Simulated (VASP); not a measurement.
Here is a VASP 6.6.1 calculation.

Contents of INCAR:

```
SYSTEM = SiNi
  ALGO = Normal
  EDIFF = 1E-6
  ENCUT = 520
  GGA = PS
  ISIF = 2
  ISMEAR = 0
  LASPH = .TRUE.
  LCHARG = .FALSE.
  LREAL = .FALSE.
  LWAVE = .FALSE.
  NBANDS = 22
  NELM = 80
  PREC = Accurate
  SIGMA = 0.1
```

KPOINTS

```
k-points
0
G
  18 16 12
  0 0 0
```

POSCAR

```
SiNi
1.0
    2.9947885069      0.0000000000      0.0000000000
    0.0000000000      3.2345974071      0.0000000000
    0.0000000000      0.0000000000      4.6724690187
Si Ni
2 2
Direct
    0.5000000000      0.5000000000      0.8426091518
    0.0000000000      0.0000000000      0.1573908482
    0.5000000000      0.5000000000      0.3432947119
    0.0000000000      0.0000000000      0.6567052881
```

Potentials or basis: VASP PAW PBE potentials, release 64 (Si, Ni).

Run with:

```bash
$ cat potpaw_PBE.64/Si/POTCAR potpaw_PBE.64/Ni/POTCAR > POTCAR
$ mpirun -np 1 vasp_std > vasp.out
```

Question: Estimate the band gap on the k mesh.

Answer: Zero (bands 14 and 15 overlap by 2.41 eV).

Question: Predict the largest force.

Answer: 0.013 eV/Å.

Question: What does it give for the pressure?

Answer: 0.3 GPa.

Forces in eV/Å, atoms in the order of the input:
```
Si   0.000  0.000  0.001
Si   0.000  0.000 -0.001
Ni   0.000  0.000  0.013
Ni   0.000  0.000 -0.013
```

Caveat: the PAW data sets were made with another functional, which shifts forces and pressure a little. Spin polarisation is off, so any magnetic state and its effect on volume and gap are missing.
